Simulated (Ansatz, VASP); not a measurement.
Zn: VASP beside Ansatz

```
Zn
1.0
     2.61436    0.00000    0.00000
    -1.30718    2.26410    0.00000
     0.00000    0.00000    4.87316
Zn
2
Cartesian
  0.0354 1.5448 1.2183
  1.3072 0.7547 3.6549
```

Alike in both runs: task electric field gradients; functional PBEsol; k mesh 18 × 18 × 9; occupations fermi-dirac, width 0.03 eV; no spin polarisation.

|  | VASP | Ansatz |
| --- | --- | --- |
| version | VASP 6.6.1 | Ansatz 0.2.0 |
| potentials or method | VASP PAW PBE potentials, release 64 (Zn) | PAW with Ansatz's default frozen-core files, scalar-relativistic |
| plane-wave cutoff (eV) | 520 | 420 |
| valence electrons in the cell | 24 | 24 |

VASP gave:

```
pressure (GPa)                                                : -0.9
traceless stress, the component that is largest in VASP (GPa) : 1.55
rms of the force components (eV/Å)                            : 0.017
size of Vzz on the site where it differs most (V/Å²)          : 36.8
```

Task: Which values does Ansatz return?

Result: Pressure (GPa): -1.3; traceless stress, the component that is largest in VASP (GPa): 1.71; rms of the force components (eV/Å): 0.018; size of Vzz on the site where it differs most (V/Å²): 36.1.

VASP's potentials were made for PBE, not for PBEsol. Atom by atom the forces differ by 0.000 eV/Å (rms over components).
